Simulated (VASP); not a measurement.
Here is a VASP 6.6.1 calculation.

The input INCAR:

```
SYSTEM = Al3O
PREC     = Accurate       ! precision mode
ENCUT    = 520            ! plane-wave cutoff, eV
EDIFF    = 1E-7           ! SCF threshold, eV
ISMEAR   = 0              ! smearing method
SIGMA    = 0.1            ! smearing width, eV
LREAL    = .False.        ! projectors in reciprocal space
LASPH    = .True.         ! aspherical terms in the spheres
NELM     = 80             ! most SCF steps
ALGO     = Normal         ! electronic algorithm
ISIF     = 2              ! what is computed and relaxed
LWAVE    = .False.        ! write WAVECAR
LCHARG   = .False.        ! write CHGCAR
LDIPOL   = .True.       
IDIPOL   = 3            
DIPOL    = 0.5 0.5 0.321
NBANDS   = 16             ! bands
```

The input KPOINTS:

```
regular mesh
0
Gamma
  9 9 1
  0 0 0
```

Contents of POSCAR:

```
Al3O
1.0
    2.8168432364      0.0000000000      0.0000000000
    0.0000000000      2.8168432364      0.0000000000
    0.0000000000      0.0000000000     21.1042970937
Al O
3 1
Direct
    0.5000000000      0.5000000000      0.1895348602
    0.0000000000      0.0000000000      0.2867549192
    0.5000000000      0.5000000000      0.3840117042
    0.8333333333      0.8333333333      0.4252355363
```

Potentials or basis: VASP PAW LDA potentials, release 64 (Al, O).

Launch:

```console
$ cat potpaw_LDA.64/Al/POTCAR potpaw_LDA.64/O/POTCAR > POTCAR
$ mpirun -np 1 vasp_std > vasp.out
```

**Question.** Estimate the largest force.

**Answer.** 4.840 eV/Å.

Forces on the atoms (eV/Å):
```
Al   0.029  0.029 -0.215
Al   0.159  0.159 -0.181
Al  -3.423 -3.423 -0.007
O    3.235  3.235  0.403
```

Caveat: an odd number of electrons without spin polarisation forces a metal; a magnetic or distorted state may lie lower.
